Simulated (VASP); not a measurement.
# Sn (I4_1/amd) in VASP: single point with PBEsol

Aim: the single point of Sn with PBEsol.

All numbers are computed with VASP 6.6.1; they aren't measurements. Logs are shortened: lines on timing, memory, paths and dates and some standing lists are left out, and cuts for length are marked.

### 1 The cell of the first run

It takes space group I4_1/amd (No. 141, tetragonal). The conventional cell has a = 6.111 Å, b = 6.111 Å, c = 3.333 Å, α = 90.00°, β = 90.00°, γ = 90.00°. Sn (site symmetry -4m2) has 10 Sn at 3.17 to 3.95 Å within 4.2 Å.

### 2 Single point, PBEsol (strain +0.050 along x and y, +0.050 along z)

INCAR

```
ALGO = Fast
EDIFF = 1E-6
ENCUT = 520
GGA = PS
ISIF = 2
ISMEAR = 0
LASPH = T
LCHARG = T
LELF = T
LREAL = F
LVHAR = T
LWAVE = F
NBANDS = 21
NELM = 60
PREC = Accurate
SIGMA = 0.15
```

KPOINTS

```
k-points
0
Gamma
  22 22 22
```

POSCAR

```
Sn
1.0
   -3.0553950289      3.0553950289      1.6663349333
    3.0553950289     -3.0553950289      1.6663349333
    3.0553950289      3.0553950289     -1.6663349333
Sn
2
Direct
    0.7500000000      0.2500000000      0.5000000000
    0.0000000000      0.0000000000      0.0000000000
```

Potentials or basis: VASP PAW PBE potentials, release 64 (Sn_d).

Command:

```bash
cat potpaw_PBE.64/Sn_d/POTCAR > POTCAR
mpirun -np 1 vasp_std > vasp.out
```

OUTCAR:

```text
EDIFF = 1E-6
   ENCUT = 520
   GGA = PS
   ISIF = 2
   ISMEAR = 0
   LASPH = T
   LREAL = F
   NELM = 60
   PREC = Accurate

 ion  position               nearest neighbor table
   1  0.750  0.250  0.500-   2 3.17   2 3.17   2 3.17   2 3.17
   2  0.000  0.000  0.000-   1 3.17   1 3.17   1 3.17   1 3.17

  LATTYP: Found a body centered tetragonal cell.
 ALAT       =     6.1107900578
 C/A-ratio  =     0.5453746300

  Lattice vectors:

 A1 = (  -3.0553950289,   3.0553950289,   1.6663349333)
 A2 = (   3.0553950289,  -3.0553950289,   1.6663349333)
 A3 = (   3.0553950289,   3.0553950289,  -1.6663349333)

Analysis of symmetry for initial positions (statically):
=====================================================================
 Subroutine PRICEL returns:
 Original cell was already a primitive cell.

 Routine SETGRP: Setting up the symmetry group for a
 body centered tetragonal supercell.

 Subroutine GETGRP returns: Found 16 space group operations
 (whereof  8 operations were pure point group operations)
 out of a pool of 16 trial point group operations.

The static configuration has the point symmetry D_2d.
 The point group associated with its full space group is D_4h.

Analysis of symmetry for dynamics (positions and initial velocities):
=====================================================================
 Subroutine PRICEL returns:
 Original cell was already a primitive cell.

 Routine SETGRP: Setting up the symmetry group for a
 body centered tetragonal supercell.

 Subroutine GETGRP returns: Found 16 space group operations
 (whereof  8 operations were pure point group operations)
 out of a pool of 16 trial point group operations.

The dynamic configuration has the point symmetry D_2d.
 The point group associated with its full space group is D_4h.

 Subroutine INISYM returns: Found 16 space group operations
 (whereof  8 operations are pure point group operations),
 and found     1 'primitive' translations

----------------------------------------------------------------------------------------

                                     Primitive cell

  volume of cell :      62.2239

  direct lattice vectors                    reciprocal lattice vectors
    -3.055395029  3.055395029  1.666334933     0.000000000  0.163644961  0.300059724
     3.055395029 -3.055395029  1.666334933     0.163644961  0.000000000  0.300059724
     3.055395029  3.055395029 -1.666334933     0.163644961  0.163644961  0.000000000

  length of vectors
     4.631149930  4.631149930  4.631149930     0.341782842  0.341782842  0.231428923

  position of ions in fractional coordinates (direct lattice)
     0.750000000  0.250000000  0.500000000
     0.000000000  0.000000000  0.000000000

  ion indices of the primitive-cell ions
   primitive index   ion index
                 1           1
                 2           2

----------------------------------------------------------------------------------------

 KPOINTS: k-points

Automatic generation of k-mesh.
 Grid dimensions read from file:
 generate k-points for:   22   22   22

 Generating k-lattice:

  Cartesian coordinates                     Fractional coordinates (reciprocal lattice)
     0.000000000  0.007438407  0.013639078     0.045454545  0.000000000  0.000000000
     0.007438407  0.000000000  0.013639078     0.000000000  0.045454545  0.000000000
     0.007438407  0.007438407  0.000000000     0.000000000  0.000000000  0.045454545

  Length of vectors
     0.015535584  0.015535584  0.010519497

  Shift w.r.t. Gamma in fractional coordinates (k-lattice)
     0.000000000  0.000000000  0.000000000

 Subroutine IBZKPT returns following result:
 ===========================================

 Found    834 irreducible k-points:

 Following reciprocal coordinates:
            Coordinates               Weight
  0.000000  0.000000  0.000000      1.000000
  0.045455  0.000000  0.000000      8.000000
  0.090909  0.000000  0.000000      8.000000
  0.136364 -0.000000  0.000000      8.000000
  0.181818 -0.000000  0.000000      8.000000
  0.227273  0.000000  0.000000      8.000000
[... 16 lines left out ...]
  0.500000  0.045455 -0.000000     16.000000
 -0.454545  0.045455  0.000000     16.000000
 [... further k-points ...]
   k-points           NKPTS =    834   k-points in BZ     NKDIM =    834   number of bands    NBANDS=     21
   number of dos      NEDOS =    301   number of ions     NIONS =      2
   total plane-waves  NPLWV =  46656
   dimension x,y,z NGX =    36 NGY =   36 NGZ =   36
   dimension x,y,z NGXF=    72 NGYF=   72 NGZF=   72
   ions per type =               2
   NGX,Y,Z   is equivalent  to a cutoff of  12.92, 12.92, 12.92 a.u.
   NGXF,Y,Z  is equivalent  to a cutoff of  25.85, 25.85, 25.85 a.u.
 SYSTEM =  unknown system
   PREC   = accura    normal or accurate (medium, high low for compatibility)
   ISTART =      0    job   : 0-new  1-cont  2-samecut
   ICHARG =      2    charge: 1-file 2-atom 10-const
   ISPIN  =      1    spin polarized calculation?
   LNONCOLLINEAR =      F non collinear calculations
   LSORBIT =      F    spin-orbit coupling
   LASPH  =      T    aspherical Exc in radial PAW
   ENCUT  =  520.0 eV  38.22 Ry    6.18 a.u.   8.61  8.61  8.61*2*pi/ulx,y,z
   NELM   =     60;   NELMIN=  2; NELMDL= -5     # of ELM steps
   EDIFF  = 0.1E-05   stopping-criterion for ELM
   LREAL  =      F    real-space projection
   EDIFFG = 0.1E-04   stopping-criterion for IOM
   NSW    =      0    number of steps for IOM
   IBRION =     -1    ionic relax: 0-MD 1-quasi-New 2-CG
   NFREE  =      0    steps in history (QN), initial steepest desc. (CG)
   ISIF   =      2    stress and relaxation
   ISYM   =      2    0-nonsym 1-usesym 2-fastsym
   POTIM  = 0.5000    time-step for ionic-motion
   TEBEG  =    0.0;   TEEND  =   0.0 temperature during run
   PSTRESS=    0.0 pullay stress
   NELECT =      28.0000    total number of electrons
   NUPDOWN=      -1.0000    fix difference up-down
   EMIN   =  10.00;   EMAX   =-10.00  energy-range for DOS
   EFERMI =   0.00;   METHOD = LEGACY
   ISMEAR =     0;   SIGMA  =   0.15  broadening in eV -4-tet -1-fermi 0-gaus
   EFERMI_NEDOS =   21; number of points for ismear=-14 and -15
   IALGO  =     68    algorithm
   IMIX   =      4    mixing-type and parameters
     AMIX     =   0.40;   BMIX     =  1.00
     AMIX_MAG =   1.60;   BMIX_MAG =  1.00
  volume/ion in A,a.u.               =      31.11       209.95
  Fermi-wavevector in a.u.,A,eV,Ry     =   1.254513  2.370686 21.412888  1.573803
  Thomas-Fermi vector in A             =   2.388314
   LORBIT       =      0    0 simple, 1 ext, 2 COOP (PROOUT), +10 PAW based schemes
   GGA     = PS    functional components
   LHFCALC =     F    Hartree Fock is set to
   AEXX    =    0.0000 exact exchange contribution
   IVDW    =     0    specifies the selected vdW correction
   LEPSILON=     F    determine dielectric tensor
   LRPA    =     F    only Hartree local field effects (RPA)
 non-spin polarized calculation
 RMM-DIIS sequential band-by-band and
 Gauss-broadening in eV      SIGMA  =   0.15
  energy-cutoff  :      520.00
  volume of cell :       62.22
 maximum number of plane-waves:      1699
   NGX = 17   NGY = 17   NGZ = 17

 number of electron      28.0000007 magnetization

 Free energy of the ion-electron system (eV)
  ---------------------------------------------------
  ext. energy  EPLUGINS =         0.00000000
  ---------------------------------------------------
  free energy    TOTEN  =        -8.35133260 eV

  energy without entropy =       -8.33868550  energy(sigma->0) =       -8.34500905

 E-fermi :   6.2237     XC(G=0):  -9.8249

 val. band max:        6.2202670504   @ k =  -0.1364  -0.2273   0.1364
 cond. band min:       6.2249646727   @ k =   0.4091   0.3182   0.0909
 fundamental gap:      0.0046976223
 Fermi energy:         6.2236566862

 k-point     1 :       0.0000    0.0000    0.0000
  band No.  band energies     occupation
      1     -15.1577      2.00000
      2     -15.1057      2.00000
      3     -15.0675      2.00000
      4     -15.0650      2.00000
      5     -14.9698      2.00000
      6     -14.9698      2.00000
[... 13 lines left out ...]
     20      15.4878      0.00000
     21      16.0843      0.00000

 k-point     2 :       0.0455    0.0000    0.0000
  band No.  band energies     occupation
      1     -15.1568      2.00000
      2     -15.1028      2.00000
      3     -15.0666      2.00000
      4     -15.0617      2.00000
      5     -14.9717      2.00000
      6     -14.9716      2.00000
[... 13 lines left out ...]
     20      15.4939      0.00000
     21      16.0396      0.00000

 k-point     3 :       0.0909    0.0000    0.0000
  band No.  band energies     occupation
      1     -15.1542      2.00000
      2     -15.0947      2.00000
      3     -15.0638      2.00000
      4     -15.0526      2.00000
      5     -14.9766      2.00000
      6     -14.9752      2.00000
[... 13 lines left out ...]
     20      15.0909      0.00000
     21      15.2679      0.00000

 k-point     4 :       0.1364   -0.0000    0.0000
  band No.  band energies     occupation
      1     -15.1499      2.00000
      2     -15.0821      2.00000
      3     -15.0594      2.00000
      4     -15.0396      2.00000
      5     -14.9835      2.00000
      6     -14.9782      2.00000
[... 13 lines left out ...]
     20      14.4160      0.00000
     21      14.6277      0.00000

 k-point     5 :       0.1818   -0.0000    0.0000
  band No.  band energies     occupation
      1     -15.1441      2.00000
      2     -15.0672      2.00000
      3     -15.0538      2.00000
      4     -15.0269      2.00000
      5     -14.9914      2.00000
      6     -14.9777      2.00000
[... 13 lines left out ...]
     20      13.8262      0.00000
     21      14.2840      0.00000
[... 382 lines left out ...]
     20      14.4713      0.00000
     21      15.8057      0.00000

 k-point    22 :       0.4545    0.0455    0.0000
  band No.  band energies     occupation
      1     -15.1079      2.00000
      2     -15.0590      2.00000
      3     -15.0459      2.00000
      4     -15.0213      2.00000
      5     -15.0023      2.00000
      6     -14.9995      2.00000
[... 13 lines left out ...]
     20      15.0792      0.00000
     21      15.4066      0.00000

 k-point    23 :       0.5000    0.0455   -0.0000
  band No.  band energies     occupation
      1     -15.1069      2.00000
      2     -15.0596      2.00000
      3     -15.0450      2.00000
      4     -15.0218      2.00000
      5     -15.0014      2.00000
      6     -14.9992      2.00000
[... 13 lines left out ...]
     20      15.0717      0.00000
     21      15.3984      0.00000

 k-point    24 :      -0.4545    0.0455    0.0000
  band No.  band energies     occupation
      1     -15.1089      2.00000
      2     -15.0550      2.00000
      3     -15.0425      2.00000
      4     -15.0243      2.00000
      5     -15.0012      2.00000
      6     -14.9988      2.00000
[... 13 lines left out ...]
     20      14.4496      0.00000
     21      15.6067      0.00000

 [... further k-points ...]

------------------------ aborting loop because EDIFF is reached ----------------------------------------

  FORCE on cell =-STRESS in cart. coord.  units (eV):
  Direction    XX          YY          ZZ          XY          YZ          ZX
  --------------------------------------------------------------------------------------
  -------------------------------------------------------------------------------------
  Total       -2.2285179     -2.2285179     -2.2939618      0.0000000     -0.0000000      0.0000000
  in kB      -57.3812063    -57.3812063    -59.0662962      0.0000000     -0.0000000      0.0000000
  external PRESSURE =     -57.9429029 kB  Pullay stress =       0.0000000 kB

 VOLUME and BASIS-vectors are now :
 -----------------------------------------------------------------------------
  energy-cutoff  :      520.00
  volume of cell :       62.22
      direct lattice vectors                 reciprocal lattice vectors
    -3.055395029  3.055395029  1.666334933     0.000000000  0.163644961  0.300059724
     3.055395029 -3.055395029  1.666334933     0.163644961  0.000000000  0.300059724
     3.055395029  3.055395029 -1.666334933     0.163644961  0.163644961  0.000000000

 POSITION                                       TOTAL-FORCE (eV/Angst)
 -----------------------------------------------------------------------------------
     -0.00000      3.05540      0.83317        -0.000000      0.000000      0.000000
      0.00000      0.00000      0.00000         0.000000     -0.000000     -0.000000
 -----------------------------------------------------------------------------------
    total drift:                               -0.000000      0.000000     -0.000000

  FREE ENERGIE OF THE ION-ELECTRON SYSTEM (eV)
  ---------------------------------------------------
  free  energy   TOTEN  =        -8.3513325963 eV

  energy  without entropy=       -8.3386854997  energy(sigma->0) =       -8.34500905
```

It took 27 min on 1 thread of Intel Xeon 8259CL, shared host; peak memory 0.88 GiB.

Results:

```
Free energy            : -8.3513 eV
Pressure               : -5.8 GPa
Band gap on the k mesh : zero (bands 14 and 15 overlap by 3.58 eV)
```

Stress tensor (GPa, compression positive):
```
-5.74  0.00  0.00
 0.00 -5.74  0.00
 0.00  0.00 -5.91
```

Caveat: the cell differs from its parent crystal (strain +0.050 along x and y, +0.050 along z); the cell stands under tension; the PAW data sets were made with another functional, which shifts forces and pressure a little; spin-orbit coupling is left out, which moves the levels of the heavy elements.
